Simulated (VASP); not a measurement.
# MgS (Fm-3m) in VASP: notebook

The runs below take MgS through relaxation of cell and atoms, single point, with r2SCAN, HSE06.

Program: VASP 6.6.1. These are calculated values, not measurements. Logs are shortened: lines on timing, memory, paths and dates and some standing lists are left out, and cuts for length are marked.

### Step 1. The cell of the first run

Symmetry: Fm-3m, No. 225, cubic system. Conventional cell: a = 5.230 Å, b = 5.230 Å, c = 5.230 Å, α = 90.00°, β = 90.00°, γ = 90.00°. Within 3.4 Å of Mg (site symmetry m-3m) lie 6 S at 2.61 Å. S (site symmetry m-3m) has 6 Mg at 2.61 Å within 3.4 Å.

### Step 2. Relaxation of cell and atoms, r2SCAN

Contents of POSCAR:

```
MgS
1.0
    0.0000000000      2.6148774647      2.6148774647
    2.6148774647      0.0000000000      2.6148774647
    2.6148774647      2.6148774647      0.0000000000
Mg S
1 1
Direct
    0.0000000000      0.0000000000      0.0000000000
    0.5000000000      0.5000000000      0.5000000000
```

Contents of INCAR.step1:

```
SYSTEM = MgS
  ALGO = Normal
  EDIFF = 1E-4
  ENCUT = 600
  GGA = PE
  ISMEAR = -1
  LASPH = .True.
  LCHARG = .False.
  LREAL = .False.
  LWAVE = .True.
  NELM = 80
  PREC = Accurate
  SIGMA = 0.02
```

Contents of INCAR.step2:

```
SYSTEM = MgS
  ALGO = Normal
  EDIFF = 1E-7
  EDIFFG = -0.005
  ENCUT = 600
  IBRION = 2
  ISIF = 3
  ISMEAR = -1
  ISTART = 1
  LASPH = .True.
  LCHARG = .False.
  LMIXTAU = .True.
  LREAL = .False.
  LWAVE = .False.
  METAGGA = R2SCAN
  NELM = 80
  NSW = 80
  PREC = Accurate
  SIGMA = 0.02
```

Contents of KPOINTS:

```
k-points
0
Gamma
  8 8 8
  0 0 0
```

Potentials or basis: VASP PAW PBE potentials, release 64 (Mg, S).

Launch:

```
$ cat potpaw_PBE.64/Mg/POTCAR potpaw_PBE.64/S/POTCAR > POTCAR
$ cp INCAR.step1 INCAR
$ mpirun -np 1 vasp_std > vasp.out
$ cp INCAR.step2 INCAR
$ mpirun -np 1 vasp_std > vasp.out
```

OUTCAR:

```text
SYSTEM = MgS
   EDIFF = 1E-7
   EDIFFG = -0.005
   ENCUT = 600
   IBRION = 2
   ISIF = 3
   ISMEAR = -1
   ISTART = 1
   LASPH = .True.
   LREAL = .False.
   METAGGA = R2SCAN
   NELM = 80
   NSW = 80
   PREC = Accurate

 ion  position               nearest neighbor table
   1  0.000  0.000  0.000-   2 2.61   2 2.61   2 2.61   2 2.61   2 2.61   2 2.61
   2  0.500  0.500  0.500-   1 2.61   1 2.61   1 2.61   1 2.61   1 2.61   1 2.61

  LATTYP: Found a face centered cubic cell.
 ALAT       =     5.2297549294

  Lattice vectors:

 A1 = (   0.0000000000,   2.6148774647,   2.6148774647)
 A2 = (   2.6148774647,   0.0000000000,   2.6148774647)
 A3 = (   2.6148774647,   2.6148774647,   0.0000000000)

Analysis of symmetry for initial positions (statically):
=====================================================================
 Subroutine PRICEL returns:
 Original cell was already a primitive cell.

 Routine SETGRP: Setting up the symmetry group for a
 face centered cubic supercell.

 Subroutine GETGRP returns: Found 48 space group operations
 (whereof 48 operations were pure point group operations)
 out of a pool of 48 trial point group operations.

The static configuration has the point symmetry O_h .

Analysis of symmetry for dynamics (positions and initial velocities):
=====================================================================
 Subroutine PRICEL returns:
 Original cell was already a primitive cell.

 Routine SETGRP: Setting up the symmetry group for a
 face centered cubic supercell.

 Subroutine GETGRP returns: Found 48 space group operations
 (whereof 48 operations were pure point group operations)
 out of a pool of 48 trial point group operations.

The dynamic configuration has the point symmetry O_h .

 Subroutine INISYM returns: Found 48 space group operations
 (whereof 48 operations are pure point group operations),
 and found     1 'primitive' translations

----------------------------------------------------------------------------------------

                                     Primitive cell

  volume of cell :      35.7589

  direct lattice vectors                    reciprocal lattice vectors
     0.000000000  2.614877465  2.614877465    -0.191213549  0.191213549  0.191213549
     2.614877465  0.000000000  2.614877465     0.191213549 -0.191213549  0.191213549
     2.614877465  2.614877465  0.000000000     0.191213549  0.191213549 -0.191213549

  length of vectors
     3.697995175  3.697995175  3.697995175     0.331191582  0.331191582  0.331191582

  position of ions in fractional coordinates (direct lattice)
     0.000000000  0.000000000  0.000000000
     0.500000000  0.500000000  0.500000000

  ion indices of the primitive-cell ions
   primitive index   ion index
                 1           1
                 2           2

----------------------------------------------------------------------------------------

 KPOINTS: k-points

Automatic generation of k-mesh.
 Grid dimensions read from file:
 generate k-points for:    8    8    8

 Generating k-lattice:

  Cartesian coordinates                     Fractional coordinates (reciprocal lattice)
    -0.023901694  0.023901694  0.023901694     0.125000000  0.000000000  0.000000000
     0.023901694 -0.023901694  0.023901694     0.000000000  0.125000000  0.000000000
     0.023901694  0.023901694 -0.023901694     0.000000000  0.000000000  0.125000000

  Length of vectors
     0.041398948  0.041398948  0.041398948

  Shift w.r.t. Gamma in fractional coordinates (k-lattice)
     0.000000000  0.000000000  0.000000000

 Subroutine IBZKPT returns following result:
 ===========================================

 Found     29 irreducible k-points:

 Following reciprocal coordinates:
            Coordinates               Weight
  0.000000  0.000000  0.000000      1.000000
  0.125000  0.000000  0.000000      8.000000
  0.250000  0.000000  0.000000      8.000000
  0.375000  0.000000  0.000000      8.000000
  0.500000  0.000000  0.000000      4.000000
  0.125000  0.125000  0.000000      6.000000
[... 16 lines left out ...]
  0.500000  0.250000  0.125000     48.000000
 -0.375000  0.250000  0.125000     24.000000
 [... further k-points ...]
   k-points           NKPTS =     29   k-points in BZ     NKDIM =     29   number of bands    NBANDS=      8
   number of dos      NEDOS =    301   number of ions     NIONS =      2
   total plane-waves  NPLWV =  27000
   dimension x,y,z NGX =    30 NGY =   30 NGZ =   30
   dimension x,y,z NGXF=    60 NGYF=   60 NGZF=   60
   ions per type =               1   1
   NGX,Y,Z   is equivalent  to a cutoff of  13.49, 13.49, 13.49 a.u.
   NGXF,Y,Z  is equivalent  to a cutoff of  26.97, 26.97, 26.97 a.u.
 SYSTEM =  MgS
   PREC   = accura    normal or accurate (medium, high low for compatibility)
   ISTART =      1    job   : 0-new  1-cont  2-samecut
   ICHARG =      0    charge: 1-file 2-atom 10-const
   ISPIN  =      1    spin polarized calculation?
   LNONCOLLINEAR =      F non collinear calculations
   LSORBIT =      F    spin-orbit coupling
   LASPH  =      T    aspherical Exc in radial PAW
   ENCUT  =  600.0 eV  44.10 Ry    6.64 a.u.   7.39  7.39  7.39*2*pi/ulx,y,z
   NELM   =     80;   NELMIN=  2; NELMDL=  0     # of ELM steps
   EDIFF  = 0.1E-06   stopping-criterion for ELM
   LREAL  =      F    real-space projection
   EDIFFG = -.5E-02   stopping-criterion for IOM
   NSW    =     80    number of steps for IOM
   IBRION =      2    ionic relax: 0-MD 1-quasi-New 2-CG
   NFREE  =      1    steps in history (QN), initial steepest desc. (CG)
   ISIF   =      3    stress and relaxation
   ISYM   =      2    0-nonsym 1-usesym 2-fastsym
   POTIM  = 0.5000    time-step for ionic-motion
   TEBEG  =    0.0;   TEEND  =   0.0 temperature during run
   PSTRESS=    0.0 pullay stress
   NELECT =       8.0000    total number of electrons
   NUPDOWN=      -1.0000    fix difference up-down
   EMIN   =  10.00;   EMAX   =-10.00  energy-range for DOS
   EFERMI =   0.00;   METHOD = LEGACY
   ISMEAR =    -1;   SIGMA  =   0.02  broadening in eV -4-tet -1-fermi 0-gaus
   EFERMI_NEDOS =   21; number of points for ismear=-14 and -15
   IALGO  =     38    algorithm
   IMIX   =      4    mixing-type and parameters
     AMIX     =   0.40;   BMIX     =  1.00
     AMIX_MAG =   1.60;   BMIX_MAG =  1.00
  volume/ion in A,a.u.               =      17.88       120.66
  Fermi-wavevector in a.u.,A,eV,Ry     =   0.993826  1.878058 13.438327  0.987689
  Thomas-Fermi vector in A             =   2.125734
   LORBIT       =      0    0 simple, 1 ext, 2 COOP (PROOUT), +10 PAW based schemes
   METAGGA = R2SCAN    functional components
   LHFCALC =     F    Hartree Fock is set to
   AEXX    =    0.0000 exact exchange contribution
   IVDW    =     0    specifies the selected vdW correction
   LEPSILON=     F    determine dielectric tensor
   LRPA    =     F    only Hartree local field effects (RPA)
 conjugate gradient relaxation of ions
 non-spin polarized calculation
  energy-cutoff  :      600.00
  volume of cell :       35.76
 maximum number of plane-waves:      1243
 NGX is ok and might be reduce to    30
   NGX = 15   NGY = 15   NGZ = 15

--------------------------------------- Ionic step        1  -------------------------------------------

 number of electron       7.9999999 magnetization

 Free energy of the ion-electron system (eV)
  ---------------------------------------------------
  ext. energy  EPLUGINS =         0.00000000
  ---------------------------------------------------
  free energy    TOTEN  =       -15.50748718 eV

  energy without entropy =      -15.50748718  energy(sigma->0) =      -15.50748718

------------------------ aborting loop because EDIFF is reached ----------------------------------------

  FORCE on cell =-STRESS in cart. coord.  units (eV):
  Direction    XX          YY          ZZ          XY          YZ          ZX
  --------------------------------------------------------------------------------------
  -------------------------------------------------------------------------------------
  Total       -0.3610164     -0.3610164     -0.3610164     -0.0000000      0.0000000     -0.0000000
  in kB      -16.1753441    -16.1753441    -16.1753441     -0.0000000      0.0000000     -0.0000000
  external PRESSURE =     -16.1753441 kB  Pullay stress =       0.0000000 kB
[... 93 lines left out ...]
  energy  without entropy=      -15.5113224955  energy(sigma->0) =      -15.51132250

--------------------------------------- Ionic step        4  -------------------------------------------

 number of electron       7.9999999 magnetization

 Free energy of the ion-electron system (eV)
  ---------------------------------------------------
  ext. energy  EPLUGINS =         0.00000000
  ---------------------------------------------------
  free energy    TOTEN  =       -15.51131456 eV

  energy without entropy =      -15.51131456  energy(sigma->0) =      -15.51131456

 E-fermi :   3.9772     XC(G=0): -10.1130

 val. band max:        3.5380157787   @ k =   0.0000   0.0000   0.0000
 cond. band min:       6.9823680090   @ k =   0.5000   0.5000   0.0000
 fundamental gap:      3.4443522304
 Fermi energy:         3.9771844502

 k-point     1 :       0.0000    0.0000    0.0000
  band No.  band energies     occupation
      1      -9.6749      2.00000
      2       3.5380      2.00000
      3       3.5380      2.00000
      4       3.5380      2.00000
      5       8.1959      0.00000
      6      12.0652      0.00000
      7      12.0652      0.00000
      8      12.0652      0.00000
[... 243 lines left out ...]
 k-point    24 :      -0.3750    0.2500    0.1250
  band No.  band energies     occupation
      1      -8.1250      2.00000
      2      -0.8326      2.00000
      3       1.3579      2.00000
      4       2.3544      2.00000
      5       9.7698      0.00000
      6      10.3242      0.00000
      7      12.6531      0.00000
      8      13.7902      0.00000

 [... further k-points ...]

------------------------ aborting loop because EDIFF is reached ----------------------------------------

  FORCE on cell =-STRESS in cart. coord.  units (eV):
  Direction    XX          YY          ZZ          XY          YZ          ZX
  --------------------------------------------------------------------------------------
  -------------------------------------------------------------------------------------
  Total       -0.0091586     -0.0091586     -0.0091586      0.0000000      0.0000000     -0.0000000
  in kB       -0.4187804     -0.4187804     -0.4187804      0.0000000      0.0000000     -0.0000000
  external PRESSURE =      -0.4187804 kB  Pullay stress =       0.0000000 kB
[... 17 lines left out ...]
  FREE ENERGIE OF THE ION-ELECTRON SYSTEM (eV)
  ---------------------------------------------------
  free  energy   TOTEN  =       -15.5113145610 eV

  energy  without entropy=      -15.5113145610  energy(sigma->0) =      -15.51131456

 reached required accuracy - stopping structural energy minimisation
```

Run time: 2.5 min. Hardware: 1 thread of Intel Xeon Platinum 8124M at 3.00GHz (Skylake/Cascade Lake), shared host; peak memory 0.19 GiB.

Results:

```yaml
Free_energy: -15.5113 eV
Relaxed_volume: 17.52 Å³/atom
Relaxed_cell: a = 3.673 Å, b = 3.673 Å, c = 3.673 Å, α = 60.00°, β = 60.00°, γ = 60.00°
Space_group_after_relaxing_to_0.1_Å: Fm-3m (No. 225)
Energy_gained_by_relaxing: 1.9 meV/atom
Ionic_steps: 4
Pressure_after_relaxing: 0.0 GPa
Band_gap_on_the_k_mesh: 3.44 eV (least direct gap 4.66 eV)
```

Step by step:
| step | energy change (eV) | largest force (eV/Å) | pressure (GPa) | volume (Å³) |
| --- | --- | --- | --- | --- |
| 1 | 0.0000 | 0.0000 | -1.62 | 35.76 |
| 2 | -0.0036 | 0.0000 | 0.44 | 34.83 |
| 3 | -0.0038 | 0.0000 | 0.05 | 35.02 |
| 4 | -0.0038 | 0.0000 | -0.04 | 35.04 |

Final structure:
```
CELL_PARAMETERS angstrom
0.00000 2.59722 2.59722
2.59722 0.00000 2.59722
2.59722 2.59722 0.00000
ATOMIC_POSITIONS crystal
Mg 0.00000 0.00000 0.00000
S 0.50000 0.50000 0.50000
```

Caveat: the PAW data sets were made with another functional, which shifts forces and pressure a little.

[end of part 1 of 2]
